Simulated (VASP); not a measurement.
Wanted: the native input for a VASP 6.6.1 run.

```yaml
Task: single point
Functional: PBEsol
Potentials_or_basis: VASP PAW PBE potentials, release 64 (C)
Cutoff: 520 eV
k_mesh: 18 × 18 × 6
Occupations: fermi-dirac, width 0.15 eV
Spin: no spin polarisation
Dipole_correction: no
Further_INCAR_settings: ALGO = Normal; EDIFF = 1e-06; NBANDS = 11
```

The structure of C lies in POSCAR:

```
C
1.0
    2.4588140218      0.0000000000      0.0000000000
   -1.2294070109      2.1293954061      0.0000000000
    0.0000000000      0.0000000000      8.5228814217
C
2
Direct
    0.3333333333      0.6666666667      0.0000000000
    0.6666666667      0.3333333333      0.0000000000
```

The input as run:

INCAR

```
PREC = Accurate ; ENCUT = 520
EDIFF = 1E-6 ; ISMEAR = -1
SIGMA = 0.15 ; LREAL = F
LASPH = T ; NELM = 80
ALGO = Normal ; ISIF = 2
LWAVE = F ; LCHARG = T
GGA = PS ; LELF = T
LVHAR = T ; NBANDS = 11
```

KPOINTS

```
Automatic mesh
0
Gamma
  18 18 6
```

Potentials or basis: VASP PAW PBE potentials, release 64 (C).

Command:

```bash
$ cat potpaw_PBE.64/C/POTCAR > POTCAR
$ mpirun -np 1 vasp_std > vasp.out
```

It gave:

```
Band gap on the k mesh : zero (filled and empty bands touch)
```

Caveat: there is no dipole correction, which matters where the two faces differ.

Run time: 41 s on 1 thread of AMD EPYC 7R13 Processor (Zen 3), on a shared host, peak memory 0.16 GiB.
